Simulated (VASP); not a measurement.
# As (P6/mmm) in VASP: notebook

Aim: see how the results for As move with the level of theory and the settings. Levels: LDA, revPBE, BLYP, r2SCAN, PBE. Tasks: single point.

Program: VASP 6.6.1. These are calculated values, not measurements. Logs are shortened: lines on timing, memory, paths and dates and some standing lists are left out, and cuts for length are marked.

**1. The cell of the first run**

The structure is hexagonal, space group P6/mmm (No. 191). Conventional cell: a = 4.566 Å, b = 4.566 Å, c = 2.834 Å, α = 90.00°, β = 90.00°, γ = 120.00°. Within 3.5 Å of As (site symmetry -6m2) lie 5 As at 2.64 to 2.83 Å.

**2. Single point, LDA**

The input, INCAR:

```
ALGO = Normal
EDIFF = 1E-6
ENCUT = 520
GGA = CA
ISIF = 2
ISMEAR = -1
LASPH = T
LCHARG = T
LELF = T
LREAL = F
LVHAR = T
LWAVE = F
NBANDS = 12
NELM = 80
PREC = Accurate
SIGMA = 0.05
```

The input, KPOINTS:

```
k-points
0
Gamma
  4 4 5
```

The input, POSCAR:

```
As
1.0
    4.5664000000      0.0000000000      0.0000000000
   -2.2832000000      3.9546200000      0.0000000000
    0.0000000000      0.0000000000      2.8337400000
As
2
Direct
    0.3333300000      0.6666700000      0.0000000000
    0.6666700000      0.3333300000      0.0000000000
```

Potentials or basis: VASP PAW LDA potentials, release 64 (As).

Command:

```bash
> cat potpaw_LDA.64/As/POTCAR > POTCAR
> mpirun -np 1 vasp_std > vasp.out
```

OUTCAR:

```text
EDIFF = 1E-6
   ENCUT = 520
   GGA = CA
   ISIF = 2
   ISMEAR = -1
   LASPH = T
   LREAL = F
   NELM = 80
   PREC = Accurate

 ion  position               nearest neighbor table
   1  0.333  0.667  0.000-   2 2.64   2 2.64   2 2.64
   2  0.667  0.333  0.000-   1 2.64   1 2.64   1 2.64

  LATTYP: Found a hexagonal cell.
 ALAT       =     4.5664000000
 C/A-ratio  =     0.6205632446

  Lattice vectors:

 A1 = (   4.5664000000,   0.0000000000,   0.0000000000)
 A2 = (  -2.2832000000,   3.9546200000,   0.0000000000)
 A3 = (   0.0000000000,   0.0000000000,   2.8337400000)

Analysis of symmetry for initial positions (statically):
=====================================================================
 Subroutine PRICEL returns:
 Original cell was already a primitive cell.

 Routine SETGRP: Setting up the symmetry group for a
 hexagonal supercell.

 Subroutine GETGRP returns: Found  8 space group operations
 (whereof  8 operations were pure point group operations)
 out of a pool of 24 trial point group operations.

The static configuration has the point symmetry D_2h.

Analysis of symmetry for dynamics (positions and initial velocities):
=====================================================================
 Subroutine PRICEL returns:
 Original cell was already a primitive cell.

 Routine SETGRP: Setting up the symmetry group for a
 hexagonal supercell.

 Subroutine GETGRP returns: Found  8 space group operations
 (whereof  8 operations were pure point group operations)
 out of a pool of 24 trial point group operations.

The dynamic configuration has the point symmetry D_2h.

 Subroutine INISYM returns: Found  8 space group operations
 (whereof  8 operations are pure point group operations),
 and found     1 'primitive' translations

----------------------------------------------------------------------------------------

                                     Primitive cell

  volume of cell :      51.1727

  direct lattice vectors                    reciprocal lattice vectors
     4.566400000  0.000000000  0.000000000     0.218990890  0.126434398  0.000000000
    -2.283200000  3.954620000  0.000000000     0.000000000  0.252868796  0.000000000
     0.000000000  0.000000000  2.833740000     0.000000000  0.000000000  0.352890526

  length of vectors
     4.566400000  4.566401382  2.833740000     0.252868873  0.252868796  0.352890526

  position of ions in fractional coordinates (direct lattice)
     0.333330000  0.666670000  0.000000000
     0.666670000  0.333330000  0.000000000

  ion indices of the primitive-cell ions
   primitive index   ion index
                 1           1
                 2           2

----------------------------------------------------------------------------------------

 KPOINTS: k-points

Automatic generation of k-mesh.
 Grid dimensions read from file:
 generate k-points for:    4    4    5

 Generating k-lattice:

  Cartesian coordinates                     Fractional coordinates (reciprocal lattice)
     0.054747722  0.031608600  0.000000000     0.250000000 -0.000000000  0.000000000
     0.000000000  0.063217199  0.000000000     0.000000000  0.250000000  0.000000000
     0.000000000  0.000000000  0.070578105     0.000000000  0.000000000  0.200000000

  Length of vectors
     0.063217218  0.063217199  0.070578105

  Shift w.r.t. Gamma in fractional coordinates (k-lattice)
     0.000000000  0.000000000  0.000000000

 Subroutine IBZKPT returns following result:
 ===========================================

 Found     21 irreducible k-points:

 Following reciprocal coordinates:
            Coordinates               Weight
  0.000000  0.000000  0.000000      1.000000
  0.250000 -0.000000  0.000000      4.000000
 -0.250000  0.250000  0.000000      2.000000
  0.500000 -0.000000  0.000000      2.000000
  0.500000  0.500000  0.000000      1.000000
  0.250000  0.250000  0.000000      2.000000
[... 13 lines left out ...]
  0.250000  0.250000  0.400000      4.000000
 -0.250000  0.500000  0.400000      8.000000
   k-points           NKPTS =     21   k-points in BZ     NKDIM =     21   number of bands    NBANDS=     12
   number of dos      NEDOS =    301   number of ions     NIONS =      2
   total plane-waves  NPLWV =  31104
   dimension x,y,z NGX =    36 NGY =   36 NGZ =   24
   dimension x,y,z NGXF=    72 NGYF=   72 NGZF=   48
   ions per type =               2
   NGX,Y,Z   is equivalent  to a cutoff of  13.11, 13.11, 14.08 a.u.
   NGXF,Y,Z  is equivalent  to a cutoff of  26.21, 26.21, 28.16 a.u.
 SYSTEM =  unknown system
   PREC   = accura    normal or accurate (medium, high low for compatibility)
   ISTART =      0    job   : 0-new  1-cont  2-samecut
   ICHARG =      2    charge: 1-file 2-atom 10-const
   ISPIN  =      1    spin polarized calculation?
   LNONCOLLINEAR =      F non collinear calculations
   LSORBIT =      F    spin-orbit coupling
   LASPH  =      T    aspherical Exc in radial PAW
   ENCUT  =  520.0 eV  38.22 Ry    6.18 a.u.   8.49  8.49  5.27*2*pi/ulx,y,z
   NELM   =     80;   NELMIN=  2; NELMDL= -5     # of ELM steps
   EDIFF  = 0.1E-05   stopping-criterion for ELM
   LREAL  =      F    real-space projection
   EDIFFG = 0.1E-04   stopping-criterion for IOM
   NSW    =      0    number of steps for IOM
   IBRION =     -1    ionic relax: 0-MD 1-quasi-New 2-CG
   NFREE  =      0    steps in history (QN), initial steepest desc. (CG)
   ISIF   =      2    stress and relaxation
   ISYM   =      2    0-nonsym 1-usesym 2-fastsym
   POTIM  = 0.5000    time-step for ionic-motion
   TEBEG  =    0.0;   TEEND  =   0.0 temperature during run
   PSTRESS=    0.0 pullay stress
   NELECT =      10.0000    total number of electrons
   NUPDOWN=      -1.0000    fix difference up-down
   EMIN   =  10.00;   EMAX   =-10.00  energy-range for DOS
   EFERMI =   0.00;   METHOD = LEGACY
   ISMEAR =    -1;   SIGMA  =   0.05  broadening in eV -4-tet -1-fermi 0-gaus
   EFERMI_NEDOS =   21; number of points for ismear=-14 and -15
   IALGO  =     38    algorithm
   IMIX   =      4    mixing-type and parameters
     AMIX     =   0.40;   BMIX     =  1.00
     AMIX_MAG =   1.60;   BMIX_MAG =  1.00
  volume/ion in A,a.u.               =      25.59       172.67
  Fermi-wavevector in a.u.,A,eV,Ry     =   0.950011  1.795260 12.279540  0.902521
  Thomas-Fermi vector in A             =   2.078348
   LORBIT       =      0    0 simple, 1 ext, 2 COOP (PROOUT), +10 PAW based schemes
   GGA     = CA    functional components
   LHFCALC =     F    Hartree Fock is set to
   AEXX    =    0.0000 exact exchange contribution
   IVDW    =     0    specifies the selected vdW correction
   LEPSILON=     F    determine dielectric tensor
   LRPA    =     F    only Hartree local field effects (RPA)
 non-spin polarized calculation
  energy-cutoff  :      520.00
  volume of cell :       51.17
 maximum number of plane-waves:      1408
 NGX is ok and might be reduce to    36
   NGX = 17   NGY = 17   NGZ = 11

 number of electron      10.0000000 magnetization

 number of electron       9.9999998 magnetization

 Free energy of the ion-electron system (eV)
  ---------------------------------------------------
  ext. energy  EPLUGINS =         0.00000000
  ---------------------------------------------------
  free energy    TOTEN  =       -10.07972402 eV

  energy without entropy =      -10.06330121  energy(sigma->0) =      -10.07151262

 E-fermi :   3.8487     XC(G=0):  -9.2648

 val. band max:        3.8384835587   @ k =   0.5000  -0.0000   0.2000
 cond. band min:       4.0467855010   @ k =  -0.2500   0.5000   0.0000
 fundamental gap:      0.2083019424
 Fermi energy:         3.8486950039

 k-point     1 :       0.0000    0.0000    0.0000
  band No.  band energies     occupation
      1     -10.4029      2.00000
      2      -4.8296      2.00000
      3      -0.4286      2.00000
      4      -0.4282      2.00000
      5       3.8221      1.26030
      6       3.8225      1.25642
      7       7.0107      0.00000
      8       8.1554      0.00000
      9      10.8573      0.00000
     10      12.2301      0.00000
     11      17.8277      0.00000
     12      17.8279      0.00000

 k-point     2 :       0.2500   -0.0000    0.0000
  band No.  band energies     occupation
      1      -9.9661      2.00000
      2      -6.2221      2.00000
      3      -0.9358      2.00000
      4       0.4649      2.00000
      5       4.0835      0.01810
      6       5.2820      0.00000
      7       7.3782      0.00000
      8      10.1528      0.00000
      9      10.2494      0.00000
     10      12.5187      0.00000
     11      14.1966      0.00000
     12      14.8144      0.00000

 k-point     3 :      -0.2500    0.2500    0.0000
  band No.  band energies     occupation
      1      -9.9661      2.00000
      2      -6.2220      2.00000
      3      -0.9359      2.00000
      4       0.4649      2.00000
      5       4.0833      0.01815
      6       5.2823      0.00000
      7       7.3782      0.00000
      8      10.1528      0.00000
      9      10.2494      0.00000
     10      12.5187      0.00000
     11      14.1967      0.00000
     12      14.8145      0.00000
[... 241 lines left out ...]
 k-point    20 :       0.2500    0.2500    0.4000
  band No.  band energies     occupation
      1      -7.0946      2.00000
      2      -5.5161      2.00000
      3      -0.3927      2.00000
      4      -0.0265      2.00000
      5       0.9843      2.00000
      6       4.1218      0.00846
      7       6.0156      0.00000
      8       7.7739      0.00000
      9       9.6544      0.00000
     10      11.3922      0.00000
     11      11.7112      0.00000
     12      13.1274      0.00000

 k-point    21 :      -0.2500    0.5000    0.4000
  band No.  band energies     occupation
      1      -7.0947      2.00000
      2      -5.5159      2.00000
      3      -0.3928      2.00000
      4      -0.0266      2.00000
      5       0.9844      2.00000
      6       4.1219      0.00844
      7       6.0153      0.00000
      8       7.7739      0.00000
      9       9.6546      0.00000
     10      11.3924      0.00000
     11      11.7112      0.00000
     12      13.1273      0.00000

------------------------ aborting loop because EDIFF is reached ----------------------------------------

  FORCE on cell =-STRESS in cart. coord.  units (eV):
  Direction    XX          YY          ZZ          XY          YZ          ZX
  --------------------------------------------------------------------------------------
  -------------------------------------------------------------------------------------
  Total       -2.1348066     -2.1350198      0.1243252     -0.0001832      0.0000000      0.0000000
  in kB      -66.8390704    -66.8457466      3.8925204     -0.0057351      0.0000000      0.0000000
  external PRESSURE =     -43.2640988 kB  Pullay stress =       0.0000000 kB

 VOLUME and BASIS-vectors are now :
 -----------------------------------------------------------------------------
  energy-cutoff  :      520.00
  volume of cell :       51.17
      direct lattice vectors                 reciprocal lattice vectors
     4.566400000  0.000000000  0.000000000     0.218990890  0.126434398  0.000000000
    -2.283200000  3.954620000  0.000000000     0.000000000  0.252868796  0.000000000
     0.000000000  0.000000000  2.833740000     0.000000000  0.000000000  0.352890526

 POSITION                                       TOTAL-FORCE (eV/Angst)
 -----------------------------------------------------------------------------------
     -0.00002      2.63643      0.00000        -0.000061      0.000035      0.000000
      2.28322      1.31819      0.00000         0.000061     -0.000035      0.000000
 -----------------------------------------------------------------------------------
    total drift:                                0.000000      0.000000      0.000000

  FREE ENERGIE OF THE ION-ELECTRON SYSTEM (eV)
  ---------------------------------------------------
  free  energy   TOTEN  =       -10.0797240198 eV

  energy  without entropy=      -10.0633012115  energy(sigma->0) =      -10.07151262
```

Run time: 27 s. Hardware: 1 thread of AMD EPYC 7R13, shared host; peak memory 0.12 GiB.

Results:

- Free energy: -10.0797 eV
- Pressure: -4.3 GPa
- Band gap on the k mesh: zero (band 5 reaches 6.07 eV, above the bottom of band 6 at 2.55 eV)

Stress tensor (GPa, compression positive):
```
-6.68  0.00  0.00
 0.00 -6.68  0.00
 0.00  0.00  0.39
```

Caveat: the k points lie up to 0.44 Å⁻¹ apart.

**3. Single point, revPBE**

The input, INCAR:

```
  ALGO = Normal
  EDIFF = 1E-6
  ENCUT = 520
  GGA = RE
  ISIF = 2
  ISMEAR = -1
  LASPH = T
  LCHARG = T
  LELF = T
  LREAL = F
  LVHAR = T
  LWAVE = F
  NBANDS = 12
  NELM = 100
  PREC = Accurate
  SIGMA = 0.05
```

KPOINTS is that of step 2.

POSCAR is that of step 2.

Potentials or basis: VASP PAW PBE potentials, release 64 (As).

Command:

```bash
> cat potpaw_PBE.64/As/POTCAR > POTCAR
> mpirun -np 1 vasp_std > vasp.out
```

OUTCAR:

```text
EDIFF = 1E-6
   ENCUT = 520
   GGA = RE
   ISIF = 2
   ISMEAR = -1
   LASPH = T
   LREAL = F
   NELM = 100
   PREC = Accurate

 ion  position               nearest neighbor table
   1  0.333  0.667  0.000-   2 2.64   2 2.64   2 2.64
   2  0.667  0.333  0.000-   1 2.64   1 2.64   1 2.64

  LATTYP: Found a hexagonal cell.
 ALAT       =     4.5664000000
 C/A-ratio  =     0.6205632446

  Lattice vectors:

 A1 = (   4.5664000000,   0.0000000000,   0.0000000000)
 A2 = (  -2.2832000000,   3.9546200000,   0.0000000000)
 A3 = (   0.0000000000,   0.0000000000,   2.8337400000)

Analysis of symmetry for initial positions (statically):
=====================================================================
 Subroutine PRICEL returns:
 Original cell was already a primitive cell.

 Routine SETGRP: Setting up the symmetry group for a
 hexagonal supercell.

 Subroutine GETGRP returns: Found  8 space group operations
 (whereof  8 operations were pure point group operations)
[... 169 lines left out ...]
 k-point     1 :       0.0000    0.0000    0.0000
  band No.  band energies     occupation
      1     -10.2306      2.00000
      2      -4.6009      2.00000
      3      -0.3062      2.00000
      4      -0.3058      2.00000
      5       4.0104      1.04543
      6       4.0108      1.04108
      7       7.2142      0.00000
      8       8.8199      0.00000
      9      11.1325      0.00000
     10      12.3546      0.00000
     11      18.2410      0.00000
     12      18.2412      0.00000
[... 286 lines left out ...]
 k-point    21 :      -0.2500    0.5000    0.4000
  band No.  band energies     occupation
      1      -6.9042      2.00000
      2      -5.3125      2.00000
      3      -0.2453      2.00000
      4       0.1178      2.00000
      5       1.1291      2.00000
      6       4.3218      0.00431
      7       6.2466      0.00000
      8       8.0772      0.00000
      9       9.8792      0.00000
     10      11.7012      0.00000
     11      11.9198      0.00000
     12      13.4240      0.00000

------------------------ aborting loop because EDIFF is reached ----------------------------------------

  FORCE on cell =-STRESS in cart. coord.  units (eV):
  Direction    XX          YY          ZZ          XY          YZ          ZX
  --------------------------------------------------------------------------------------
  -------------------------------------------------------------------------------------
  Total       -0.6198856     -0.6200695      1.7161928     -0.0001589      0.0000000      0.0000000
  in kB      -19.4081167    -19.4138768     53.7326111     -0.0049748      0.0000000      0.0000000
  external PRESSURE =       4.9702059 kB  Pullay stress =       0.0000000 kB

 VOLUME and BASIS-vectors are now :
 -----------------------------------------------------------------------------
  energy-cutoff  :      520.00
  volume of cell :       51.17
      direct lattice vectors                 reciprocal lattice vectors
     4.566400000  0.000000000  0.000000000     0.218990890  0.126434398  0.000000000
    -2.283200000  3.954620000  0.000000000     0.000000000  0.252868796  0.000000000
     0.000000000  0.000000000  2.833740000     0.000000000  0.000000000  0.352890526

 POSITION                                       TOTAL-FORCE (eV/Angst)
 -----------------------------------------------------------------------------------
     -0.00002      2.63643      0.00000        -0.000050      0.000029     -0.000000
      2.28322      1.31819      0.00000         0.000050     -0.000029      0.000000
 -----------------------------------------------------------------------------------
    total drift:                                0.000000     -0.000000      0.000000

  FREE ENERGIE OF THE ION-ELECTRON SYSTEM (eV)
  ---------------------------------------------------
  free  energy   TOTEN  =        -8.1642862220 eV

  energy  without entropy=       -8.1491978681  energy(sigma->0) =       -8.15674205
```

It took 32 s on 1 thread of AMD EPYC 7R13, shared host; peak memory 0.14 GiB.

Results:

- Free energy: -8.1643 eV
- Pressure: 0.5 GPa
- Band gap on the k mesh: zero (band 5 reaches 6.27 eV, above the bottom of band 6 at 2.75 eV)

Caveat: the k points lie up to 0.44 Å⁻¹ apart; the PAW data sets were made with another functional, which shifts forces and pressure a little.

**4. Single point, BLYP**

The input, INCAR:

```
SYSTEM = As
  PREC = Accurate
  ENCUT = 520
  EDIFF = 1E-6
  ISMEAR = -1
  SIGMA = 0.05
  LREAL = .FALSE.
  LASPH = .TRUE.
  NELM = 100
  ALGO = Normal
  ISIF = 2
  LWAVE = .FALSE.
  LCHARG = .FALSE.
  GGA = B5
  ALDAX = 1.0
  AGGAX = 1.0
  AGGAC = 1.0
  ALDAC = 0.0
  NBANDS = 12
```

The input, KPOINTS:

```
Automatic mesh
0
G
  4 4 5
  0 0 0
```

POSCAR is that of step 3.

Command:

```bash
> cat potpaw_PBE.64/As/POTCAR > POTCAR
> mpirun -np 1 vasp_std > vasp.out
```

Wall time 54 s (1 thread of AMD EPYC 7R13, shared host); peak memory 0.14 GiB.

Results (log left out):

```yaml
Free_energy: -7.4327 eV
Pressure: 3.7 GPa
Band_gap_on_the_k_mesh: zero (band 5 reaches 6.55 eV, above the bottom of band 6 at 3.06 eV)
```

Stress tensor (GPa, compression positive):
```
0.97 0.00 0.00
0.00 0.97 0.00
0.00 0.00 9.17
```

Levels at points of the mesh, in eV from the Fermi level:
| k point | band 2 | band 3 | band 4 | band 5 | band 6 | band 7 | band 8 | band 9 |
| --- | --- | --- | --- | --- | --- | --- | --- | --- |
| (0.00, 0.00, 0.00) | -8.76 | -4.26 | -4.26 | 0.00 | 0.00 | 3.11 | 4.70 | 6.92 |
| (0.50, 0.00, 0.00) | -11.57 | -5.14 | -3.20 | 2.18 | 3.41 | 4.13 | 5.29 | 5.65 |
| (0.50, 0.50, 0.00) | -11.57 | -5.14 | -3.20 | 2.18 | 3.41 | 4.13 | 5.29 | 5.65 |

Caveat: the k points lie up to 0.44 Å⁻¹ apart; the PAW data sets were made with another functional, which shifts forces and pressure a little.

(Continued in part 2 of 2.)
